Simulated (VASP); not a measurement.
# Ga (Cmce) in VASP: notebook

Ga is run at these levels: r2SCAN; tasks: single point.

Program: VASP 6.6.1. These are calculated values, not measurements. Logs are shortened: lines on timing, memory, paths and dates and some standing lists are left out, and cuts for length are marked.

## Step 1: The cell of the first run

The structure is orthorhombic, space group Cmce (No. 64). Conventional cell: a = 4.464 Å, b = 7.586 Å, c = 4.535 Å, α = 90.00°, β = 90.00°, γ = 90.00°. Within 3.3 Å of Ga (site symmetry m) lie 7 Ga at 2.49 to 2.76 Å.

## Step 2: Single point, r2SCAN

Contents of POSCAR:

```
Ga
1.0
    2.2318501700     -3.7932285796      0.0000000000
    2.2318501700      3.7932285796      0.0000000000
    0.0000000000      0.0000000000      4.5346411306
Ga
4
Direct
    0.8442341977      0.1557658023      0.0855794111
    0.6557658023      0.3442341977      0.5855794111
    0.1557658023      0.8442341977      0.9144205889
    0.3442341977      0.6557658023      0.4144205889
```

Contents of INCAR.step1:

```
SYSTEM = Ga
ALGO = Normal ; EDIFF = 1E-4
ENCUT = 520 ; GGA = PE
ISMEAR = 1 ; LASPH = .TRUE.
LCHARG = .FALSE. ; LREAL = .FALSE.
LWAVE = .TRUE. ; NBANDS = 34
NELM = 100 ; PREC = Accurate
SIGMA = 0.6
```

Contents of INCAR.step2:

```
SYSTEM = Ga
ALGO = Normal ; EDIFF = 1E-6
ENCUT = 520 ; ISIF = 2
ISMEAR = 1 ; ISTART = 1
LASPH = .TRUE. ; LCHARG = .FALSE.
LMIXTAU = .TRUE. ; LREAL = .FALSE.
LWAVE = .FALSE. ; METAGGA = R2SCAN
NBANDS = 34 ; NELM = 100
PREC = Accurate ; SIGMA = 0.6
```

Contents of KPOINTS:

```
k-points
0
G
  8 8 7
  0 0 0
```

Potentials or basis: VASP PAW PBE potentials, release 64 (Ga_d).

Launch:

```console
> cat potpaw_PBE.64/Ga_d/POTCAR > POTCAR
> cp INCAR.step1 INCAR
> mpirun -np 1 vasp_std > vasp.out
> cp INCAR.step2 INCAR
> mpirun -np 1 vasp_std > vasp.out
```

OUTCAR:

```text
SYSTEM = Ga
   EDIFF = 1E-6
   ENCUT = 520
   ISIF = 2
   ISMEAR = 1
   ISTART = 1
   LASPH = .TRUE.
   LREAL = .FALSE.
   METAGGA = R2SCAN
   NELM = 100
   PREC = Accurate

 ion  position               nearest neighbor table
   1  0.844  0.156  0.086-   3 2.49   2 2.68   2 2.68   4 2.68   4 2.68   3 2.76   3 2.76
   2  0.656  0.344  0.586-   4 2.49   1 2.68   1 2.68   3 2.68   3 2.68   4 2.76   4 2.76
   3  0.156  0.844  0.914-   1 2.49   4 2.68   4 2.68   2 2.68   2 2.68   1 2.76   1 2.76
   4  0.344  0.656  0.414-   2 2.49   3 2.68   3 2.68   1 2.68   1 2.68   2 2.76   2 2.76

  LATTYP: Found a base centered orthorhombic cell.
 ALAT       =     4.4637003400
 B/A-ratio  =     1.6995892603
 C/A-ratio  =     1.0158928210

  Lattice vectors:

 A1 = (   2.2318501700,  -3.7932285796,   0.0000000000)
 A2 = (   2.2318501700,   3.7932285796,   0.0000000000)
 A3 = (   0.0000000000,   0.0000000000,   4.5346411306)

Analysis of symmetry for initial positions (statically):
=====================================================================
 Subroutine PRICEL returns:
 Original cell was already a primitive cell.

 Routine SETGRP: Setting up the symmetry group for a
 base centered orthorhombic supercell.

 Subroutine GETGRP returns: Found  8 space group operations
 (whereof  4 operations were pure point group operations)
 out of a pool of  8 trial point group operations.

The static configuration has the point symmetry C_2h.
 The point group associated with its full space group is D_2h.

Analysis of symmetry for dynamics (positions and initial velocities):
=====================================================================
 Subroutine PRICEL returns:
 Original cell was already a primitive cell.

 Routine SETGRP: Setting up the symmetry group for a
 base centered orthorhombic supercell.

 Subroutine GETGRP returns: Found  8 space group operations
 (whereof  4 operations were pure point group operations)
 out of a pool of  8 trial point group operations.

The dynamic configuration has the point symmetry C_2h.
 The point group associated with its full space group is D_2h.

 Subroutine INISYM returns: Found  8 space group operations
 (whereof  4 operations are pure point group operations),
 and found     1 'primitive' translations

----------------------------------------------------------------------------------------

                                     Primitive cell

  volume of cell :      76.7798

  direct lattice vectors                    reciprocal lattice vectors
     2.231850170 -3.793228580  0.000000000     0.224029376 -0.131813833  0.000000000
     2.231850170  3.793228580  0.000000000     0.224029376  0.131813833  0.000000000
     0.000000000  0.000000000  4.534641131     0.000000000  0.000000000  0.220524617

  length of vectors
     4.401106479  4.401106479  4.534641131     0.259930852  0.259930852  0.220524617

  position of ions in fractional coordinates (direct lattice)
     0.844234198  0.155765802  0.085579411
     0.655765802  0.344234198  0.585579411
     0.155765802  0.844234198  0.914420589
     0.344234198  0.655765802  0.414420589

  ion indices of the primitive-cell ions
   primitive index   ion index
                 1           1
                 2           2
                 3           3
                 4           4

----------------------------------------------------------------------------------------

 KPOINTS: k-points

Automatic generation of k-mesh.
 Grid dimensions read from file:
 generate k-points for:    8    8    7

 Generating k-lattice:

  Cartesian coordinates                     Fractional coordinates (reciprocal lattice)
     0.028003672 -0.016476729  0.000000000     0.125000000 -0.000000000  0.000000000
     0.028003672  0.016476729  0.000000000    -0.000000000  0.125000000  0.000000000
     0.000000000  0.000000000  0.031503517     0.000000000  0.000000000  0.142857143

  Length of vectors
     0.032491356  0.032491356  0.031503517

  Shift w.r.t. Gamma in fractional coordinates (k-lattice)
     0.000000000  0.000000000  0.000000000

 Subroutine IBZKPT returns following result:
 ===========================================

 Found     84 irreducible k-points:

 Following reciprocal coordinates:
            Coordinates               Weight
  0.000000  0.000000  0.000000      1.000000
  0.125000  0.000000  0.000000      4.000000
  0.250000  0.000000  0.000000      4.000000
  0.375000 -0.000000  0.000000      4.000000
  0.500000  0.000000  0.000000      2.000000
  0.125000  0.125000  0.000000      2.000000
[... 16 lines left out ...]
  0.125000  0.000000  0.142857      8.000000
  0.250000  0.000000  0.142857      8.000000
 [... further k-points ...]
   k-points           NKPTS =     84   k-points in BZ     NKDIM =     84   number of bands    NBANDS=     34
   number of dos      NEDOS =    301   number of ions     NIONS =      4
   total plane-waves  NPLWV =  46656
   dimension x,y,z NGX =    36 NGY =   36 NGZ =   36
   dimension x,y,z NGXF=    72 NGYF=   72 NGZF=   72
   ions per type =               4
   NGX,Y,Z   is equivalent  to a cutoff of  13.60, 13.60, 13.20 a.u.
   NGXF,Y,Z  is equivalent  to a cutoff of  27.20, 27.20, 26.40 a.u.
 SYSTEM =  Ga
   PREC   = accura    normal or accurate (medium, high low for compatibility)
   ISTART =      1    job   : 0-new  1-cont  2-samecut
   ICHARG =      0    charge: 1-file 2-atom 10-const
   ISPIN  =      1    spin polarized calculation?
   LNONCOLLINEAR =      F non collinear calculations
   LSORBIT =      F    spin-orbit coupling
   LASPH  =      T    aspherical Exc in radial PAW
   ENCUT  =  520.0 eV  38.22 Ry    6.18 a.u.   8.18  8.18  8.43*2*pi/ulx,y,z
   NELM   =    100;   NELMIN=  2; NELMDL=  0     # of ELM steps
   EDIFF  = 0.1E-05   stopping-criterion for ELM
   LREAL  =      F    real-space projection
   EDIFFG = 0.1E-04   stopping-criterion for IOM
   NSW    =      0    number of steps for IOM
   IBRION =     -1    ionic relax: 0-MD 1-quasi-New 2-CG
   NFREE  =      0    steps in history (QN), initial steepest desc. (CG)
   ISIF   =      2    stress and relaxation
   ISYM   =      2    0-nonsym 1-usesym 2-fastsym
   POTIM  = 0.5000    time-step for ionic-motion
   TEBEG  =    0.0;   TEEND  =   0.0 temperature during run
   PSTRESS=    0.0 pullay stress
   NELECT =      52.0000    total number of electrons
   NUPDOWN=      -1.0000    fix difference up-down
   EMIN   =  10.00;   EMAX   =-10.00  energy-range for DOS
   EFERMI =   0.00;   METHOD = LEGACY
   ISMEAR =     1;   SIGMA  =   0.60  broadening in eV -4-tet -1-fermi 0-gaus
   EFERMI_NEDOS =   21; number of points for ismear=-14 and -15
   IALGO  =     38    algorithm
   IMIX   =      4    mixing-type and parameters
     AMIX     =   0.40;   BMIX     =  1.00
     AMIX_MAG =   1.60;   BMIX_MAG =  1.00
  volume/ion in A,a.u.               =      19.19       129.53
  Fermi-wavevector in a.u.,A,eV,Ry     =   1.437674  2.716809 28.121954  2.066905
  Thomas-Fermi vector in A             =   2.556725
   LORBIT       =      0    0 simple, 1 ext, 2 COOP (PROOUT), +10 PAW based schemes
   METAGGA = R2SCAN    functional components
   LHFCALC =     F    Hartree Fock is set to
   AEXX    =    0.0000 exact exchange contribution
   IVDW    =     0    specifies the selected vdW correction
   LEPSILON=     F    determine dielectric tensor
   LRPA    =     F    only Hartree local field effects (RPA)
 non-spin polarized calculation
 Methfessel and Paxton  Order N= 1 SIGMA  =   0.60
  energy-cutoff  :      520.00
  volume of cell :       76.78
 maximum number of plane-waves:      2094
 NGX is ok and might be reduce to    36
   NGX = 17   NGY = 17   NGZ = 17

 number of electron      52.0000022 magnetization

 Free energy of the ion-electron system (eV)
  ---------------------------------------------------
  ext. energy  EPLUGINS =         0.00000000
  ---------------------------------------------------
  free energy    TOTEN  =       -45.75764877 eV

  energy without entropy =      -45.78363607  energy(sigma->0) =      -45.76631120

 E-fermi :   5.1279     XC(G=0): -11.7664

 val. band max:        5.1129935995   @ k =  -0.2500   0.2500   0.2857
 cond. band min:       5.1351110020   @ k =   0.2500   0.2500   0.0000
 fundamental gap:      0.0221174025
 Fermi energy:         5.1279214445

 k-point     1 :       0.0000    0.0000    0.0000
  band No.  band energies     occupation
      1     -10.6176      2.00000
      2     -10.6043      2.00000
      3     -10.5657      2.00000
      4     -10.5546      2.00000
      5     -10.5390      2.00000
      6     -10.5124      2.00000
[... 26 lines left out ...]
     33      12.2844     -0.00000
     34      12.9077     -0.00000

 k-point     2 :       0.1250    0.0000    0.0000
  band No.  band energies     occupation
      1     -10.6211      2.00000
      2     -10.5971      2.00000
      3     -10.5719      2.00000
      4     -10.5603      2.00000
      5     -10.5252      2.00000
      6     -10.5080      2.00000
[... 26 lines left out ...]
     33      12.2413     -0.00000
     34      13.1878     -0.00000

 k-point     3 :       0.2500    0.0000    0.0000
  band No.  band energies     occupation
      1     -10.6230      2.00000
      2     -10.5852      2.00000
      3     -10.5826      2.00000
      4     -10.5669      2.00000
      5     -10.5138      2.00000
      6     -10.4851      2.00000
[... 26 lines left out ...]
     33      11.5951     -0.00000
     34      12.7971     -0.00000
[... 704 lines left out ...]
 k-point    23 :       0.1250    0.0000    0.1429
  band No.  band energies     occupation
      1     -10.6225      2.00000
      2     -10.5960      2.00000
      3     -10.5717      2.00000
      4     -10.5633      2.00000
      5     -10.5261      2.00000
      6     -10.4990      2.00000
[... 26 lines left out ...]
     33      11.2471     -0.00000
     34      12.8558     -0.00000

 k-point    24 :       0.2500    0.0000    0.1429
  band No.  band energies     occupation
      1     -10.6237      2.00000
      2     -10.6020      2.00000
      3     -10.5801      2.00000
      4     -10.5530      2.00000
      5     -10.5178      2.00000
      6     -10.4953      2.00000
[... 26 lines left out ...]
     33      11.3877     -0.00000
     34      13.7723     -0.00000

 [... further k-points ...]

------------------------ aborting loop because EDIFF is reached ----------------------------------------

  FORCE on cell =-STRESS in cart. coord.  units (eV):
  Direction    XX          YY          ZZ          XY          YZ          ZX
  --------------------------------------------------------------------------------------
  -------------------------------------------------------------------------------------
  Total        0.0922653      0.0586860     -0.0852156      0.0000000      0.0000000      0.0000000
  in kB        1.9253170      1.2246113     -1.7782082      0.0000000      0.0000000      0.0000000
  external PRESSURE =       0.4572400 kB  Pullay stress =       0.0000000 kB

 VOLUME and BASIS-vectors are now :
 -----------------------------------------------------------------------------
  energy-cutoff  :      520.00
  volume of cell :       76.78
      direct lattice vectors                 reciprocal lattice vectors
     2.231850170 -3.793228580  0.000000000     0.224029376 -0.131813833  0.000000000
     2.231850170  3.793228580  0.000000000     0.224029376  0.131813833  0.000000000
     0.000000000  0.000000000  4.534641131     0.000000000  0.000000000  0.220524617

 POSITION                                       TOTAL-FORCE (eV/Angst)
 -----------------------------------------------------------------------------------
      2.23185     -2.61152      0.38807         0.000000     -0.013089      0.006316
      2.23185     -1.18171      2.65539         0.000000      0.013089      0.006316
      2.23185      2.61152      4.14657         0.000000      0.013089     -0.006316
      2.23185      1.18171      1.87925         0.000000     -0.013089     -0.006316
 -----------------------------------------------------------------------------------
    total drift:                               -0.000000     -0.000000      0.000000

  FREE ENERGIE OF THE ION-ELECTRON SYSTEM (eV)
  ---------------------------------------------------
  free  energy   TOTEN  =       -45.7576487687 eV

  energy  without entropy=      -45.7836360734  energy(sigma->0) =      -45.76631120
```

Wall time 12 min (1 thread of Oxide Virtual Turin-like, shared host); peak memory 0.28 GiB.

Results:

- Free energy: -45.7576 eV
- Pressure: 0.0 GPa
- Largest force: 0.015 eV/Å
- Band gap on the k mesh: zero (bands 26 and 27 overlap by 1.05 eV)

Forces on the atoms (eV/Å):
```
Ga   0.000 -0.013  0.006
Ga   0.000  0.013  0.006
Ga   0.000  0.013 -0.006
Ga   0.000 -0.013 -0.006
```

Caveat: so wide a smearing shifts energies and pressures; the PAW data sets were made with another functional, which shifts forces and pressure a little.

(Part 1 of 2 ends here.)

The gap in the log of VASP goes by the Fermi energy; the results here count the filled bands.